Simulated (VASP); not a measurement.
# Te3MoF (P4/mmm) in VASP: single point with PBE

Aim: the single point of Te3MoF with PBE.

Everything below comes from runs of VASP 6.6.1. Logs are shortened: lines on timing, memory, paths and dates and some standing lists are left out, and cuts for length are marked.

## (1) The cell of the first run

It takes space group P4/mmm (No. 123, tetragonal). The conventional cell has a = 5.185 Å, b = 5.185 Å, c = 5.356 Å, α = 90.00°, β = 90.00°, γ = 90.00°. Within 3.4 Å of Te (site symmetry 4/mmm) lie 4 Te at 2.59 Å and 2 Mo at 2.68 Å. Te (site symmetry mmm) has 2 Te at 2.59 Å and 2 F at 2.59 Å within 3.4 Å. Mo (site symmetry 4/mmm) has 2 Te at 2.68 Å within 3.5 Å. F (site symmetry 4/mmm) has 4 Te at 2.59 Å within 3.4 Å.

The cell was built from a structure type or drawn by symmetry, and may not be a known phase.

## (2) Single point, PBE, collinear spin

Contents of INCAR:

```
SYSTEM = Te3MoF
PREC     = Accurate       ! precision mode
ENCUT    = 520            ! plane-wave cutoff, eV
EDIFF    = 1E-6           ! SCF threshold, eV
ISMEAR   = 0              ! smearing method
SIGMA    = 0.1            ! smearing width, eV
LREAL    = .FALSE.        ! projectors in reciprocal space
LASPH    = .TRUE.         ! aspherical terms in the spheres
NELM     = 150            ! most SCF steps
ALGO     = Normal         ! electronic algorithm
ISIF     = 2              ! what is computed and relaxed
LWAVE    = .FALSE.        ! write WAVECAR
LCHARG   = .FALSE.        ! write CHGCAR
ISPIN    = 2              ! spin polarisation
MAGMOM   = 0 0 0 1 0      ! initial moments
LORBIT   = 11             ! projections on sites
LMAXMIX  = 4              ! l up to which the mixer works
GGA      = PE             ! functional
NBANDS   = 32             ! bands
```

Contents of KPOINTS:

```
Automatic mesh
0
G
  4 4 4
  0 0 0
```

Contents of POSCAR:

```
Te3MoF
1.0
    5.1848312000      0.0000000000      0.0000000000
    0.0000000000      5.1848312000      0.0000000000
    0.0000000000      0.0000000000      5.3562894400
Te Mo F
3 1 1
Direct
    0.5000000000      0.5000000000      0.0000000000
    0.0000000000      0.5000000000      0.0000000000
    0.5000000000      0.0000000000      0.0000000000
    0.5000000000      0.5000000000      0.5000000000
    0.0000000000      0.0000000000      0.0000000000
```

Potentials or basis: VASP PAW PBE potentials, release 64 (Te, Mo_sv, F).

On the command line:

```
cat potpaw_PBE.64/Te/POTCAR potpaw_PBE.64/Mo_sv/POTCAR potpaw_PBE.64/F/POTCAR > POTCAR
mpirun -np 1 vasp_std > vasp.out
```

OUTCAR:

```text
SYSTEM = Te3MoF
   PREC = Accurate
   ENCUT = 520
   EDIFF = 1E-6
   ISMEAR = 0
   LREAL = .FALSE.
   LASPH = .TRUE.
   NELM = 150
   ISIF = 2
   ISPIN = 2
   LORBIT = 11
   GGA = PE

 ion  position               nearest neighbor table
   1  0.500  0.500  0.000-   2 2.59   3 2.59   3 2.59   2 2.59   4 2.68   4 2.68
   2  0.000  0.500  0.000-   1 2.59   5 2.59   5 2.59   1 2.59   3 3.67   3 3.67   3 3.67   3 3.67

   3  0.500  0.000  0.000-   1 2.59   5 2.59   1 2.59   5 2.59   2 3.67   2 3.67   2 3.67   2 3.67

   4  0.500  0.500  0.500-   1 2.68   1 2.68
   5  0.000  0.000  0.000-   2 2.59   3 2.59   2 2.59   3 2.59

  LATTYP: Found a simple tetragonal cell.
 ALAT       =     5.1848312000
 C/A-ratio  =     1.0330692039

  Lattice vectors:

 A1 = (   5.1848312000,   0.0000000000,   0.0000000000)
 A2 = (   0.0000000000,   5.1848312000,   0.0000000000)
 A3 = (   0.0000000000,   0.0000000000,   5.3562894400)

Analysis of symmetry for initial positions (statically):
=====================================================================
 Subroutine PRICEL returns:
 Original cell was already a primitive cell.

 Routine SETGRP: Setting up the symmetry group for a
 simple tetragonal supercell.

 Subroutine GETGRP returns: Found 16 space group operations
 (whereof 16 operations were pure point group operations)
 out of a pool of 16 trial point group operations.

The static configuration has the point symmetry D_4h.

Analysis of symmetry for dynamics (positions and initial velocities):
=====================================================================
 Subroutine PRICEL returns:
 Original cell was already a primitive cell.

 Routine SETGRP: Setting up the symmetry group for a
 simple tetragonal supercell.

 Subroutine GETGRP returns: Found 16 space group operations
 (whereof 16 operations were pure point group operations)
 out of a pool of 16 trial point group operations.

The dynamic configuration has the point symmetry D_4h.

Analysis of structural, dynamic, and magnetic symmetry:
=====================================================================
 Subroutine PRICEL returns:
 Original cell was already a primitive cell.

 Routine SETGRP: Setting up the symmetry group for a
 simple tetragonal supercell.

 Subroutine GETGRP returns: Found 16 space group operations
 (whereof 16 operations were pure point group operations)
 out of a pool of 16 trial point group operations.

The overall configuration has the point symmetry D_4h.

 Subroutine INISYM returns: Found 16 space group operations
 (whereof 16 operations are pure point group operations),
 and found     1 'primitive' translations

----------------------------------------------------------------------------------------

                                     Primitive cell

  volume of cell :     143.9903

  direct lattice vectors                    reciprocal lattice vectors
     5.184831200  0.000000000  0.000000000     0.192870310  0.000000000  0.000000000
     0.000000000  5.184831200  0.000000000     0.000000000  0.192870310  0.000000000
     0.000000000  0.000000000  5.356289440     0.000000000  0.000000000  0.186696408

  length of vectors
     5.184831200  5.184831200  5.356289440     0.192870310  0.192870310  0.186696408

  position of ions in fractional coordinates (direct lattice)
     0.500000000  0.500000000  0.000000000
     0.000000000  0.500000000  0.000000000
     0.500000000  0.000000000  0.000000000
     0.500000000  0.500000000  0.500000000
     0.000000000  0.000000000  0.000000000

  ion indices of the primitive-cell ions
   primitive index   ion index
                 1           1
                 2           2
                 3           3
                 4           4
                 5           5

----------------------------------------------------------------------------------------

 KPOINTS: Automatic mesh

Automatic generation of k-mesh.
 Grid dimensions read from file:
 generate k-points for:    4    4    4

 Generating k-lattice:

  Cartesian coordinates                     Fractional coordinates (reciprocal lattice)
     0.048217577  0.000000000  0.000000000     0.250000000  0.000000000  0.000000000
     0.000000000  0.048217577  0.000000000     0.000000000  0.250000000  0.000000000
     0.000000000  0.000000000  0.046674102     0.000000000  0.000000000  0.250000000

  Length of vectors
     0.048217577  0.048217577  0.046674102

  Shift w.r.t. Gamma in fractional coordinates (k-lattice)
     0.000000000  0.000000000  0.000000000

 Subroutine IBZKPT returns following result:
 ===========================================

 Found     18 irreducible k-points:

 Following reciprocal coordinates:
            Coordinates               Weight
  0.000000  0.000000  0.000000      1.000000
  0.250000  0.000000  0.000000      4.000000
  0.500000  0.000000  0.000000      2.000000
  0.250000  0.250000  0.000000      4.000000
  0.500000  0.250000  0.000000      4.000000
  0.500000  0.500000  0.000000      1.000000
[... 10 lines left out ...]
  0.500000  0.250000  0.500000      4.000000
  0.500000  0.500000  0.500000      1.000000
   k-points           NKPTS =     18   k-points in BZ     NKDIM =     18   number of bands    NBANDS=     32
   number of dos      NEDOS =    301   number of ions     NIONS =      5
   total plane-waves  NPLWV =  64000
   dimension x,y,z NGX =    40 NGY =   40 NGZ =   40
   dimension x,y,z NGXF=    80 NGYF=   80 NGZF=   80
   ions per type =               3   1   1
   NGX,Y,Z   is equivalent  to a cutoff of  12.83, 12.83, 12.42 a.u.
   NGXF,Y,Z  is equivalent  to a cutoff of  25.65, 25.65, 24.83 a.u.
 SYSTEM =  Te3MoF
   PREC   = accura    normal or accurate (medium, high low for compatibility)
   ISTART =      0    job   : 0-new  1-cont  2-samecut
   ICHARG =      2    charge: 1-file 2-atom 10-const
   ISPIN  =      2    spin polarized calculation?
   LNONCOLLINEAR =      F non collinear calculations
   LSORBIT =      F    spin-orbit coupling
   LASPH  =      T    aspherical Exc in radial PAW
   ENCUT  =  520.0 eV  38.22 Ry    6.18 a.u.   9.64  9.64  9.96*2*pi/ulx,y,z
   NELM   =    150;   NELMIN=  2; NELMDL= -5     # of ELM steps
   EDIFF  = 0.1E-05   stopping-criterion for ELM
   LREAL  =      F    real-space projection
   EDIFFG = 0.1E-04   stopping-criterion for IOM
   NSW    =      0    number of steps for IOM
   IBRION =     -1    ionic relax: 0-MD 1-quasi-New 2-CG
   NFREE  =      0    steps in history (QN), initial steepest desc. (CG)
   ISIF   =      2    stress and relaxation
   ISYM   =      2    0-nonsym 1-usesym 2-fastsym
   POTIM  = 0.5000    time-step for ionic-motion
   TEBEG  =    0.0;   TEEND  =   0.0 temperature during run
   PSTRESS=    0.0 pullay stress
   NELECT =      39.0000    total number of electrons
   NUPDOWN=      -1.0000    fix difference up-down
   EMIN   =  10.00;   EMAX   =-10.00  energy-range for DOS
   EFERMI =   0.00;   METHOD = LEGACY
   ISMEAR =     0;   SIGMA  =   0.10  broadening in eV -4-tet -1-fermi 0-gaus
   EFERMI_NEDOS =   21; number of points for ismear=-14 and -15
   IALGO  =     38    algorithm
   IMIX   =      4    mixing-type and parameters
     AMIX     =   0.40;   BMIX     =  1.00
     AMIX_MAG =   1.60;   BMIX_MAG =  1.00
  volume/ion in A,a.u.               =      28.80       194.34
  Fermi-wavevector in a.u.,A,eV,Ry     =   1.059218  2.001631 15.264953  1.121942
  Thomas-Fermi vector in A             =   2.194555
   LORBIT       =     11    0 simple, 1 ext, 2 COOP (PROOUT), +10 PAW based schemes
   GGA     = PE    functional components
   LHFCALC =     F    Hartree Fock is set to
   AEXX    =    0.0000 exact exchange contribution
   IVDW    =     0    specifies the selected vdW correction
   LEPSILON=     F    determine dielectric tensor
   LRPA    =     F    only Hartree local field effects (RPA)
 spin polarized calculation
 Gauss-broadening in eV      SIGMA  =   0.10
  energy-cutoff  :      520.00
  volume of cell :      143.99
 maximum number of plane-waves:      3916
 NGX is ok and might be reduce to    40
   NGX = 19   NGY = 19   NGZ = 19

 number of electron      38.9999997 magnetization       4.1574078

 Free energy of the ion-electron system (eV)
  ---------------------------------------------------
  ext. energy  EPLUGINS =         0.00000000
  ---------------------------------------------------
  free energy    TOTEN  =       -15.82705900 eV

  energy without entropy =      -15.81181523  energy(sigma->0) =      -15.81943712

 E-fermi :   5.5014     XC(G=0):  -8.7080

 val. band max:        5.4709736773   @ k =   0.5000   0.2500   0.0000
 cond. band min:       5.5024636952   @ k =   0.5000   0.0000   0.5000
 fundamental gap:      0.0314900179
 Fermi energy:         5.5014025807

 spin component 1

 k-point     1 :       0.0000    0.0000    0.0000
  band No.  band energies     occupation
      1     -56.2323      1.00000
      2     -30.5284      1.00000
      3     -30.4848      1.00000
      4     -30.4848      1.00000
      5     -17.6242      1.00000
      6     -10.0184      1.00000
[... 601 lines left out ...]
     30      12.2281      0.00000
     31      13.6624      0.00000
 Fermi energy:         5.5014025807

 spin component 2

 k-point     1 :       0.0000    0.0000    0.0000
  band No.  band energies     occupation
      1     -54.0604      1.00000
      2     -28.3870      1.00000
      3     -27.9290      1.00000
      4     -27.9290      1.00000
      5     -17.6789      1.00000
      6     -10.0144      1.00000
[... 601 lines left out ...]
     30      13.5771      0.00000
     31      13.8250      0.00000
 [bands above 31 left out]

------------------------ aborting loop because EDIFF is reached ----------------------------------------

  FORCE on cell =-STRESS in cart. coord.  units (eV):
  Direction    XX          YY          ZZ          XY          YZ          ZX
  --------------------------------------------------------------------------------------
  -------------------------------------------------------------------------------------
  Total       23.7057211     23.7057211      1.6614413      0.0000000      0.0000000     -0.0000000
  in kB      263.7730805    263.7730805     18.4868237      0.0000000      0.0000000     -0.0000000
  external PRESSURE =     182.0109949 kB  Pullay stress =       0.0000000 kB

 VOLUME and BASIS-vectors are now :
 -----------------------------------------------------------------------------
  energy-cutoff  :      520.00
  volume of cell :      143.99
      direct lattice vectors                 reciprocal lattice vectors
     5.184831200  0.000000000  0.000000000     0.192870310  0.000000000  0.000000000
     0.000000000  5.184831200  0.000000000     0.000000000  0.192870310  0.000000000
     0.000000000  0.000000000  5.356289440     0.000000000  0.000000000  0.186696408

 POSITION                                       TOTAL-FORCE (eV/Angst)
 -----------------------------------------------------------------------------------
      2.59242      2.59242      0.00000         0.000000      0.000000      0.000000
      0.00000      2.59242      0.00000         0.000000      0.000000      0.000000
      2.59242      0.00000      0.00000         0.000000      0.000000      0.000000
      2.59242      2.59242      2.67814         0.000000      0.000000      0.000000
      0.00000      0.00000      0.00000         0.000000      0.000000      0.000000
 -----------------------------------------------------------------------------------
    total drift:                                0.000000      0.000000     -0.000000

  FREE ENERGIE OF THE ION-ELECTRON SYSTEM (eV)
  ---------------------------------------------------
  free  energy   TOTEN  =       -15.8270590041 eV

  energy  without entropy=      -15.8118152323  energy(sigma->0) =      -15.81943712

 total charge

# of ion       s       p       d       tot
------------------------------------------
    1        1.412   2.049   0.220   3.681
    2        1.456   1.887   0.074   3.417
    3        1.456   1.887   0.074   3.417
    4        2.193   6.022   4.037  12.252
    5        1.765   4.239   0.000   6.003
--------------------------------------------------
tot          8.281  16.083   4.406  28.770

 magnetization (x)

# of ion       s       p       d       tot
------------------------------------------
    1       -0.012  -0.066   0.013  -0.065
    2        0.003  -0.018   0.004  -0.011
    3        0.003  -0.018   0.004  -0.011
    4        0.108   0.022   3.294   3.423
    5        0.000  -0.030   0.000  -0.030
--------------------------------------------------
tot          0.101  -0.109   3.315   3.308
```

Wall time 3.3 min (1 thread of AMD EPYC 7R13 (Zen 3), shared host); peak memory 0.33 GiB.

Results:

```yaml
Free_energy: -15.8271 eV
Pressure: 18.2 GPa
Net_moment: 4.16 μB per cell
Site_moments: Te -0.07, -0.01 (each value once); Mo +3.42; F -0.03 μB
Valence_electrons_inside_the_program's_atomic_spheres: Te 3.68, 3.42 (each value once); Mo 12.25; F 6.00
```

Stress tensor (GPa, compression positive):
```
26.38  0.00  0.00
 0.00 26.38  0.00
 0.00  0.00  1.85
```

Caveat: the cell stands under pressure; spin-orbit coupling is left out, which moves the levels of the heavy elements.
